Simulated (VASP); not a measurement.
A run of VASP 6.6.1:

The input POSCAR:

```
Li
1.0
   -1.7084560280      1.7084560280      1.7084560280
    1.7084560280     -1.7084560280      1.7084560280
    1.7084560280      1.7084560280     -1.7084560280
Li
1
Direct
    0.0000000000      0.0000000000      0.0000000000
```

Contents of INCAR.step1:

```
SYSTEM = Li
PREC     = Accurate       ! precision mode
ENCUT    = 520            ! plane-wave cutoff, eV
EDIFF    = 1E-5           ! SCF threshold, eV
ISMEAR   = -1             ! smearing method
SIGMA    = 0.1            ! smearing width, eV
LREAL    = .FALSE.        ! projectors in reciprocal space
LASPH    = .TRUE.         ! aspherical terms in the spheres
NELM     = 100            ! most SCF steps
ALGO     = Normal         ! electronic algorithm
ISIF     = 2              ! what is computed and relaxed
LWAVE    = .TRUE.         ! write WAVECAR
LCHARG   = .FALSE.        ! write CHGCAR
GGA      = PE             ! functional
NBANDS   = 8              ! bands
```

File INCAR.step2:

```
SYSTEM = Li
PREC     = Accurate       ! precision mode
ENCUT    = 520            ! plane-wave cutoff, eV
EDIFF    = 1E-7           ! SCF threshold, eV
ISMEAR   = -1             ! smearing method
SIGMA    = 0.1            ! smearing width, eV
LREAL    = .FALSE.        ! projectors in reciprocal space
LASPH    = .TRUE.         ! aspherical terms in the spheres
NELM     = 100            ! most SCF steps
ALGO     = Normal         ! electronic algorithm
ISIF     = 2              ! what is computed and relaxed
LWAVE    = .FALSE.        ! write WAVECAR
LCHARG   = .FALSE.        ! write CHGCAR
GGA      = PE             ! functional
LHFCALC  = .TRUE.         ! exact exchange
HFSCREEN = 0.2079         ! screening, 1/A
PRECFOCK = Normal       
ISTART   = 1            
NBANDS   = 8              ! bands
```

Contents of KPOINTS:

```
regular mesh
0
G
  6 6 6
  0 0 0
```

Potentials or basis: VASP PAW PBE potentials, release 64 (Li_sv).

Run with:

```console
$ cat potpaw_PBE.64/Li_sv/POTCAR > POTCAR
$ cp INCAR.step1 INCAR
$ mpirun -np 1 vasp_std > vasp.out
$ cp INCAR.step2 INCAR
$ mpirun -np 1 vasp_std > vasp.out
```

Hardware: 1 thread of Intel(R) Xeon(R) 6975P-C (Granite Rapids), on a shared host.

Question: How long does it take, and how much memory?

Answer: It took 41 s on 1 thread of Intel(R) Xeon(R) 6975P-C (Granite Rapids), on a shared host, peak memory 0.22 GiB. Counts: k points 16.
